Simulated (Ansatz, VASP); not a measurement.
Hf3SnS8: VASP beside Ansatz

```
CELL_PARAMETERS angstrom
3.66792 0.00000 0.00000
-1.83396 3.17651 0.00000
0.00000 0.00000 26.50490
ATOMIC_POSITIONS crystal
Hf 0.00000 0.00000 0.25120
Hf 0.00000 0.00000 0.50000
Hf 0.00000 0.00000 0.74880
Sn 0.00000 0.00000 0.00000
S 0.33333 0.66667 0.05620
S 0.33333 0.66667 0.30546
S 0.33333 0.66667 0.55426
S 0.33333 0.66667 0.80306
S 0.66667 0.33333 0.19694
S 0.66667 0.33333 0.44574
S 0.66667 0.33333 0.69454
S 0.66667 0.33333 0.94380
```

Alike in both runs: task relaxation of cell and atoms; functional PBE; k mesh 12 × 12 × 1; occupations gaussian, width 0.02 eV; no spin polarisation.

|  | VASP | Ansatz |
| --- | --- | --- |
| version | VASP 6.6.1 | Ansatz 0.2.0 |
| potentials or method | VASP PAW PBE potentials, release 64 (Hf_pv, Sn_d, S), cutoff 600 eV | scalar-relativistic, plane waves, PAW |
| valence electrons in the cell | 92 | 140 |

Ansatz gave:

* gap on the k mesh at the Fermi level, each at its own relaxed structure (eV): 1.20
* relaxed volume (Å³/atom): 26.62
* relaxed cell length with the largest relative difference (Å): 27.472

Q: Which values does VASP return?

A: gap on the k mesh at the Fermi level, each at its own relaxed structure (eV): 1.20; relaxed volume (Å³/atom): 25.62; relaxed cell length with the largest relative difference (Å): 26.538.

VASP's potentials hold 92 valence electrons a cell and Ansatz's 140, so a difference there can come from the potentials and not from the codes.

Neither program's run includes spin-orbit coupling.
